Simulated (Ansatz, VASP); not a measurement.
**Sn3Se in VASP and in Ansatz**

The input INCAR:

```
SYSTEM = Sn3Se
PREC = Accurate
ENCUT = 520
EDIFF = 1E-6
ISMEAR = -1
SIGMA = 0.05
LREAL = .FALSE.
LASPH = .TRUE.
NELM = 60
ALGO = Normal
ISIF = 2
LWAVE = .FALSE.
LCHARG = .FALSE.
GGA = PS
NBANDS = 32
```

KPOINTS

```
Automatic mesh
0
G
  6 6 6
  0 0 0
```

File POSCAR:

```
Sn3Se
1.0
    4.6450787976      0.0000000000      0.0000000000
    0.0000000000      4.6450787976      0.0000000000
    0.0000000000      0.0000000000      4.6450787976
Sn Se
3 1
Direct
    0.5000000000      0.5000000000      0.0000000000
    0.5000000000      0.0000000000      0.5000000000
    0.0000000000      0.5000000000      0.5000000000
    0.0000000000      0.0000000000      0.0000000000
```

File input.yaml:

```yaml
crystal:
  lattice:
    - [4.6450787976, 0.0, 0.0]
    - [0.0, 4.6450787976, 0.0]
    - [0.0, 0.0, 4.6450787976]
  atoms:
    - { symbol: Sn, position: [0.5, 0.5, 0.0] }
    - { symbol: Sn, position: [0.5, 0.0, 0.5] }
    - { symbol: Sn, position: [0.0, 0.5, 0.5] }
    - { symbol: Se, position: [0.0, 0.0, 0.0] }
kpoints:
  mp_grid: { grid: [6, 6, 6] }
scf:
  occupations: { method: fermi_dirac, width: 0.05 }
hamiltonian:
  xc: pbesol
  pseudopotentials: { kind: all_electron, lapw: { basis_error: 0.001 } }
output:
  forces: true
  stress: true
  eigenvalues: true
```

Change from the starting cell: volume scaled by 0.94.

Alike in both runs: task single point; functional PBEsol; k mesh 6 × 6 × 6; occupations fermi-dirac, width 0.05 eV; no spin polarisation.

```csv
,VASP,Ansatz
version,VASP 6.6.1,Ansatz 0.2.0
potentials or method,"VASP PAW PBE potentials, release 64 (Sn_d, Se), cutoff 520 eV","all-electron LAPW, scalar-relativistic"
```

|  | VASP | Ansatz | Ansatz less VASP |
| --- | --- | --- | --- |
| gap on the k mesh at the Fermi level (eV) | none | none | - |
| pressure (GPa) | 0.4 | 0.4 | +0.04 |

VASP's potentials were made for PBE, not for PBEsol. A gap of «none» marks a metal or a gap that the smearing closes. Ansatz ran all-electron here, and VASP with PAW potentials.
